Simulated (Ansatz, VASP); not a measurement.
Sr in VASP and in Ansatz

POSCAR

```
Sr
1.0
    0.0000000000      3.0521104090      3.0521104090
    3.0521104090      0.0000000000      3.0521104090
    3.0521104090      3.0521104090      0.0000000000
Sr
1
Direct
    0.0000000000      0.0000000000      0.0000000000
```

The input INCAR.step1:

```
PREC = Accurate
ENCUT = 520
ISMEAR = 1
SIGMA = 0.01
LREAL = False
LASPH = True
NELM = 60
NBANDS = 11
GGA = PE
ALGO = Normal
EDIFF = 1E-4
LWAVE = True
LCHARG = False
```

INCAR.step2

```
PREC = Accurate
ENCUT = 520
EDIFF = 1E-7
ISMEAR = 1
SIGMA = 0.01
LREAL = False
LASPH = True
NELM = 60
ALGO = Normal
ISIF = 2
LWAVE = False
LCHARG = False
METAGGA = R2SCAN
LMIXTAU = True
NBANDS = 11
ISTART = 1
```

The input KPOINTS:

```
regular mesh
0
Gamma
  9 9 9
```

Input for Ansatz:

```yaml
crystal:
  lattice:
    - [0.0, 3.052110409, 3.052110409]
    - [3.052110409, 0.0, 3.052110409]
    - [3.052110409, 3.052110409, 0.0]
  atoms:
    - { symbol: Sr, position: [0.0, 0.0, 0.0] }
hamiltonian:
  xc: r2scan
  pseudopotentials:
    kind: paw
    azcp:
      Sr: "pseudopotentials/Sr.paw.azcp"
basis:
  ecutwfc: 500
  fft_grid_basis: typed
kpoints:
  mp_grid: { grid: [9, 9, 9], shift: [0, 0, 0] }
magnetization:
  spin_polarized: false
scf:
  occupations: { method: cold, width: 0.01 }
  lower_state_search: "off"
output:
  stress: true
```

Alike in both runs: task single point; functional r2SCAN; k mesh 9 × 9 × 9; no spin polarisation.

|  | VASP | Ansatz |
| --- | --- | --- |
| version | VASP 6.6.1 | Ansatz 0.2.0 |
| potentials or method | VASP PAW PBE potentials, release 64 (Sr_sv), cutoff 520 eV | plane waves (500 eV) with PAW, scalar-relativistic |
| occupations | methfessel-paxton of order 1, width 0.01 eV | cold, width 0.01 eV |
| valence electrons in the cell | 10 | 10 |

|  | VASP | Ansatz | Ansatz less VASP |
| --- | --- | --- | --- |
| pressure (GPa) | 0.0 | 0.0 | -0.01 |

VASP's potentials were made for PBE, not for r2SCAN.
